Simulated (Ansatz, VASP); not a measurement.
**Two plane-wave programs on Ca3Y**

```
Ca Y
1.0
     5.32105    0.00000    0.00000
     0.00000    5.32105    0.00000
     0.00000    0.00000    5.32105
Ca Y
3 1
Direct
  0.00000 0.50000 0.50000
  0.50000 0.00000 0.50000
  0.50000 0.50000 0.00000
  0.00000 0.00000 0.00000
```

Alike in both runs: task single point; functional LDA; k mesh 5 × 5 × 5; no spin polarisation.

|  | VASP | Ansatz |
| --- | --- | --- |
| version | VASP 6.6.1 | Ansatz 0.2.0 |
| potentials or method | VASP PAW LDA potentials, release 64 (Ca_sv, Y_sv), cutoff 520 eV | plane waves, PAW |
| occupations | methfessel-paxton of order 1, width 0.1 eV | cold, width 0.1 eV |
| valence electrons in the cell | 41 | 41 |

```tsv
	VASP	Ansatz	Ansatz less VASP
pressure (GPa)	-1.3	-1.3	+0.01
```

LDA's correlation is that of Perdew and Zunger in VASP and of Perdew and Wang (1992) in Ansatz.
